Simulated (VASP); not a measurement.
H7C6: single point with PBE

The system is H7C6, a wire with vacuum.

```
C H
1.0
    14.70000    0.00000    0.00000
     0.00000   15.00000    0.00000
     0.00000    0.00000    3.57147
C H
12 14
Direct
  0.53037 0.52976 0.50000
  0.34815 0.47024 0.25000
  0.59111 0.47024 0.25000
  0.53037 0.41071 0.00000
  0.53037 0.64881 0.00000
  0.59111 0.58929 0.75000
  0.40889 0.52976 0.00000
  0.65185 0.52976 0.00000
  0.46963 0.47024 0.75000
  0.40889 0.41071 0.50000
  0.46963 0.35119 0.25000
  0.46963 0.58929 0.25000
  0.30534 0.51219 0.42621
  0.30534 0.42828 0.07379
  0.63392 0.42828 0.42621
  0.57318 0.36876 0.82379
  0.57318 0.69077 0.17621
  0.48756 0.69077 0.82379
  0.63392 0.63124 0.57379
  0.36608 0.57172 0.82379
  0.69466 0.48781 0.82379
  0.69466 0.57172 0.17621
  0.36608 0.36876 0.67621
  0.51244 0.30923 0.42621
  0.42682 0.30923 0.07379
  0.42682 0.63124 0.42621
```

| Item | Value |
| --- | --- |
| Program | VASP 6.6.1 |
| Task | single point |
| Functional | PBE |
| Potentials or basis | VASP PAW PBE potentials, release 64 (C, H) |
| Cutoff | 520 eV |
| k mesh | 1 × 1 × 9 |
| Occupations | gaussian, width 0.05 eV |
| Spin | no spin polarisation |

```
Largest force          : 1.130 eV/Å
Band gap on the k mesh : 4.12 eV
```

Forces on the atoms (eV/Å):
```
C    0.164  0.166  0.049
C    0.660 -0.037 -0.018
C   -0.205  0.475 -1.003
C   -0.475  0.203  1.005
C    0.016 -0.660  0.017
C   -0.295 -0.296  0.866
C    0.205 -0.475  1.003
C   -0.660  0.037  0.018
C   -0.164 -0.166 -0.049
C    0.295  0.296 -0.866
C   -0.016  0.660 -0.017
C    0.475 -0.203 -1.005
H   -0.393  0.059 -0.012
H   -0.400 -0.062  0.017
H    0.161 -0.175 -0.065
H    0.175 -0.161  0.066
H    0.062  0.400 -0.017
H   -0.060  0.393  0.012
H    0.156  0.156  0.068
H   -0.161  0.175  0.065
H    0.393 -0.059  0.012
H    0.400  0.062 -0.017
H   -0.156 -0.156 -0.068
H    0.060 -0.393 -0.012
H   -0.062 -0.400  0.017
H   -0.175  0.161 -0.066
```

Levels at points of the mesh, in eV from the valence-band top:
```csv
k point,band 27,band 28,band 29,band 30,band 31,band 32,band 33,band 34,band 35,band 36
"(0.00, 0.00, 0.00)",-2.27,-1.59,-1.13,-0.07,0.00,4.12,4.53,4.70,4.95,4.95
```

Wall time 6.1 min on 1 thread of AMD EPYC 9R45 96-Core Processor (Zen 5), on a shared host, peak memory 0.69 GiB.
